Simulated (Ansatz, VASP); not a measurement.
**MgO in VASP and in Ansatz**

Contents of INCAR:

```
PREC     = Accurate       # precision mode
ENCUT    = 520            # plane-wave cutoff, eV
EDIFF    = 1E-6           # SCF threshold, eV
ISMEAR   = 0              # smearing method
SIGMA    = 0.05           # smearing width, eV
LREAL    = F              # projectors in reciprocal space
LASPH    = T              # aspherical terms in the spheres
NELM     = 60             # most SCF steps
ALGO     = Normal         # electronic algorithm
ISIF     = 2              # what is computed and relaxed
LWAVE    = F              # write WAVECAR
LCHARG   = F              # write CHGCAR
GGA      = PS             # functional
NBANDS   = 11             # bands
```

KPOINTS

```
regular mesh
0
Gamma
  10 10 10
```

The input POSCAR:

```
MgO
1.0
    0.0000000000      2.1427928167      2.1427928167
    2.1427928167      0.0000000000      2.1427928167
    2.1427928167      2.1427928167      0.0000000000
Mg O
1 1
Direct
    0.0315450506      0.0315450506     -0.0315450506
    0.4520781014      0.4520781014      0.5479218986
```

Input for Ansatz:

```yaml
crystal:
  lattice:
    - [0.0, 2.1427928167, 2.1427928167]
    - [2.1427928167, 0.0, 2.1427928167]
    - [2.1427928167, 2.1427928167, 0.0]
  atoms:
    - { symbol: Mg, position: [0.0315450506, 0.0315450506, -0.0315450506] }
    - { symbol: O, position: [0.4520781014, 0.4520781014, 0.5479218986] }
basis:
  ecutwfc: 520.0
kpoints:
  mp_grid: { grid: [10, 10, 10] }
hamiltonian:
  xc: pbesol
  pseudopotentials: { kind: paw, azcp: { folder: soft_1 } }
scf:
  occupations: { method: gaussian, width: 0.05 }
output:
  forces: true
  stress: true
  eigenvalues: true
  write_density: true
  write_potential: true
  elf: true
  volumetric_format: npy
```

Change from the starting cell: mode 6 frozen in at -0.202 Å, equal normal strain along x, y and z +0.0167.

Alike in both runs: task single point; functional PBEsol; k mesh 10 × 10 × 10; occupations gaussian, width 0.05 eV; no spin polarisation.

```csv
,VASP,Ansatz
version,VASP 6.6.1,Ansatz 0.2.0
potentials or method,"VASP PAW PBE potentials, release 64 (Mg, O), cutoff 520 eV","scalar-relativistic, plane waves, PAW"
valence electrons in the cell,8,16
```

Ansatz gave:

```
gap on the k mesh at the Fermi level (eV)                     : 4.14
least direct gap on the mesh (eV)                             : 4.14
pressure (GPa)                                                : 3.8
traceless stress, the component that is largest in VASP (GPa) : 25.05
rms of the force components (eV/Å)                            : 1.631
```

**Question.** Estimate VASP's values.

**Answer.** gap on the k mesh at the Fermi level (eV): 4.14; least direct gap on the mesh (eV): 4.14; pressure (GPa): 3.6; traceless stress, the component that is largest in VASP (GPa): 25.65; rms of the force components (eV/Å): 1.665.

VASP's potentials were made for PBE, not for PBEsol, and Ansatz warns of the same on its side. Atom by atom the forces differ by 0.033 eV/Å (rms over components). VASP's potentials hold 8 valence electrons a cell and Ansatz's 16, so a difference there can come from the potentials and not from the codes.
